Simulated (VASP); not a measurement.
# TaN (R3m) in VASP: a series of runs, part 2 of 2

VASP 6.6.1. Earlier steps stand in the parts before.

### 3 Electric field gradients, PBE (atom 2 (N) moved by [0.11547, 0.11547, 0.11547] A)

The input, INCAR:

```
  PREC = Accurate
  ENCUT = 520
  EDIFF = 1E-8
  ISMEAR = -1
  SIGMA = 0.02
  LREAL = False
  LASPH = True
  NELM = 80
  ALGO = Normal
  ISIF = 2
  LWAVE = False
  LCHARG = False
  GGA = PE
  LEFG = True
  NBANDS = 15
```

The input, KPOINTS:

```
regular mesh
0
Gamma
  9 9 9
```

The input, POSCAR:

```
TaN
1.0
    0.0000000000      2.1790000000      2.1790000000
    2.1790000000      0.0000000000      2.1790000000
    2.1790000000      2.1790000000      0.0000000000
Ta N
1 1
Direct
    0.5000000000      0.5000000000      0.5000000000
    0.0264960991      0.0264960991      0.0264960991
```

Potentials or basis: VASP PAW PBE potentials, release 64 (Ta_pv, N).

Run with:

```console
cat potpaw_PBE.64/Ta_pv/POTCAR potpaw_PBE.64/N/POTCAR > POTCAR
mpirun -np 1 vasp_std > vasp.out
```

OUTCAR:

```text
PREC = Accurate
   ENCUT = 520
   EDIFF = 1E-8
   ISMEAR = -1
   LREAL = False
   LASPH = True
   NELM = 80
   ISIF = 2
   GGA = PE

 ion  position               nearest neighbor table
   1  0.500  0.500  0.500-   2 2.07   2 2.07   2 2.07   2 2.30   2 2.30   2 2.30
   2  0.026  0.026  0.026-   1 2.07   1 2.07   1 2.07   1 2.30   1 2.30   1 2.30

  LATTYP: Found a face centered cubic cell.
 ALAT       =     4.3580000000

  Lattice vectors:

 A1 = (   0.0000000000,   2.1790000000,   2.1790000000)
 A2 = (   2.1790000000,   0.0000000000,   2.1790000000)
 A3 = (   2.1790000000,   2.1790000000,   0.0000000000)

Analysis of symmetry for initial positions (statically):
[... 641 lines left out ...]
  free  energy   TOTEN  =       -21.5858604150 eV

  energy  without entropy=      -21.5839595492  energy(sigma->0) =      -21.58490998

 Electric field gradients (V/A^2)
---------------------------------------------------------------------
 ion       V_xx      V_yy      V_zz      V_xy      V_xz      V_yz
---------------------------------------------------------------------
   1      -0.000     0.000     0.000    22.404    22.404    22.404
   2       0.000     0.000     0.000     1.322     1.322     1.322
---------------------------------------------------------------------

 Electric field gradients after diagonalization (V/A^2)
 (convention: |V_zz| > |V_xx| > |V_yy|)
----------------------------------------------------------------------
 ion       V_xx      V_yy      V_zz     asymmetry (V_yy - V_xx)/ V_zz
----------------------------------------------------------------------
   1     -22.404   -22.404    44.807       0.000
   2      -1.322    -1.322     2.644       0.000
----------------------------------------------------------------------

           NMR quadrupolar parameters

 Cq : quadrupolar parameter    Cq=e*Q*V_zz/h
 eta: asymmetry parameters     (V_yy - V_xx)/ V_zz
 Q  : nuclear electric quadrupole moment in mb (millibarn)
----------------------------------------------------------------------
 ion       Cq(MHz)       eta       Q (mb)
----------------------------------------------------------------------
   1       0.108       0.000       1.000
   2       0.006       0.000       1.000
----------------------------------------------------------------------
```

OSZICAR:

```text
N       E                     dE             d eps       ncg     rms          rms(c)
DAV:   1     0.879945780210E+02    0.87995E+02   -0.85762E+03  2550   0.112E+03
DAV:   2    -0.221393510857E+02   -0.11013E+03   -0.10418E+03  3124   0.303E+02
DAV:   3    -0.246189880005E+02   -0.24796E+01   -0.24653E+01  2802   0.435E+01
DAV:   4    -0.246285017911E+02   -0.95138E-02   -0.95101E-02  3390   0.284E+00
DAV:   5    -0.246285689253E+02   -0.67134E-04   -0.67135E-04  2781   0.207E-01    0.265E+01
DAV:   6    -0.216642161398E+02    0.29644E+01   -0.54330E+00  3075   0.269E+01    0.111E+01
DAV:   7    -0.216173922587E+02    0.46824E-01   -0.53849E-01  2977   0.605E+00    0.758E+00
DAV:   8    -0.215931086876E+02    0.24284E-01   -0.13104E-01  3005   0.300E+00    0.172E+00
DAV:   9    -0.215859315353E+02    0.71772E-02   -0.18914E-02  2816   0.112E+00    0.290E-01
DAV:  10    -0.215859075172E+02    0.24018E-04   -0.13882E-03  3103   0.406E-01    0.567E-02
DAV:  11    -0.215858610700E+02    0.46447E-04   -0.93510E-05  2921   0.114E-01    0.208E-02
DAV:  12    -0.215858608021E+02    0.26785E-06   -0.77217E-06  2949   0.274E-02    0.359E-03
DAV:  13    -0.215858604039E+02    0.39819E-06   -0.19628E-07  3103   0.391E-03    0.360E-03
DAV:  14    -0.215858604186E+02   -0.14684E-07   -0.23090E-08  2802   0.138E-03    0.387E-04
DAV:  15    -0.215858604150E+02    0.36159E-08   -0.28039E-09  1527   0.531E-04
   1 F= -.21585860E+02 E0= -.21584910E+02  d E =-.190087E-02
```

stdout:

```text
POSCAR found type information on POSCAR TaN
 POSCAR found :  2 types and       2 ions
 scaLAPACK will be used
 LDA part: xc-table for (Slater+PW92), standard interpolation
 POSCAR, INCAR and KPOINTS ok, starting setup
 FFT: planning ... GRIDC
 FFT: planning ... GRID_SOFT
 FFT: planning ... GRID
 WAVECAR not read
 entering main loop
ion   1

ion   2
```

It took 18 s on 1 thread of Intel Xeon Platinum 8488C (Sapphire Rapids), shared host; peak memory 0.16 GiB.

Results:

| Property | Result |
| --- | --- |
| Free energy | -21.5859 eV |
| Pressure | 22.8 GPa |
| Largest force | 1.960 eV/Å |
| Band gap on the k mesh | zero (band 8 reaches 11.47 eV, above the bottom of band 9 at 7.96 eV) |

Forces on the atoms (eV/Å):
```
Ta   1.131  1.131  1.131
N   -1.131 -1.131 -1.131
```

Stress tensor (GPa, compression positive):
```
22.77 -2.15 -2.15
-2.15 22.77 -2.15
-2.15 -2.15 22.77
```

Electric field gradients, principal values (V/Å²):
```
atom    least   middle  greatest (by size)
1 Ta  -22.404  -22.404              44.807
 2 N   -1.322   -1.322               2.644
```

Caveat: the cell differs from its parent crystal (atom 2 (N) moved by [0.11547, 0.11547, 0.11547] A); without QUAD_EFG the Cq values of the log hold for a quadrupole moment of 1 mb, not for the nuclei; spin-orbit coupling is left out, which moves the levels of the heavy elements; forces of over 1 eV/Å act on the atoms, so gaps and moduli don't describe the material at rest.
